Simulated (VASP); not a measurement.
Wanted: the native input for a VASP 6.6.1 run.

```
Task                   : single point
Functional             : PBE
Potentials or basis    : VASP PAW PBE potentials, release 64 (Ir)
Cutoff                 : 520 eV
k mesh                 : 18 × 18 × 14
Occupations            : gaussian, width 0.1 eV
Spin                   : no spin polarisation
Dipole correction      : no
Further INCAR settings : ALGO = Fast; EDIFF = 1e-06; NBANDS = 16
```

The structure of Ir lies in POSCAR:

```
Ir
1.0
    1.9159730469      1.9159730469      0.0000000000
   -1.9159730469      1.9159730469      0.0000000000
    0.0000000000      0.0000000000      3.8938765357
Ir
2
Direct
    0.0000000000      0.0000000000      0.0000000000
    0.5000000000      0.5000000000      0.5000000000
```

This cell differs from its parent crystal: biaxial strain in the a-b plane: -1.0 %.

These files were run (other wordings do the same):

INCAR

```
PREC = Accurate ; ENCUT = 520
EDIFF = 1E-6 ; ISMEAR = 0
SIGMA = 0.1 ; LREAL = F
LASPH = T ; NELM = 100
ALGO = Fast ; ISIF = 2
LWAVE = F ; LCHARG = T
GGA = PE ; LELF = T
LVHAR = T ; NBANDS = 16
```

KPOINTS

```
Automatic mesh
0
Gamma
  18 18 14
```

Potentials or basis: VASP PAW PBE potentials, release 64 (Ir).

Launch:

```console
$ cat potpaw_PBE.64/Ir/POTCAR > POTCAR
$ mpirun -np 1 vasp_std > vasp.out
```

Results of the run:

```
Pressure               : 5.7 GPa
Band gap on the k mesh : zero (bands 9 and 10 overlap by 3.35 eV)
```

Caveat: the cell differs from its parent crystal (biaxial strain in the a-b plane: -1.0 %); the cell stands under pressure; spin-orbit coupling is left out, which moves the levels of the heavy elements.

It took 75 s on 1 thread of Intel(R) Xeon(R) 6975P-C (Granite Rapids) (shared host), peak memory 0.27 GiB.
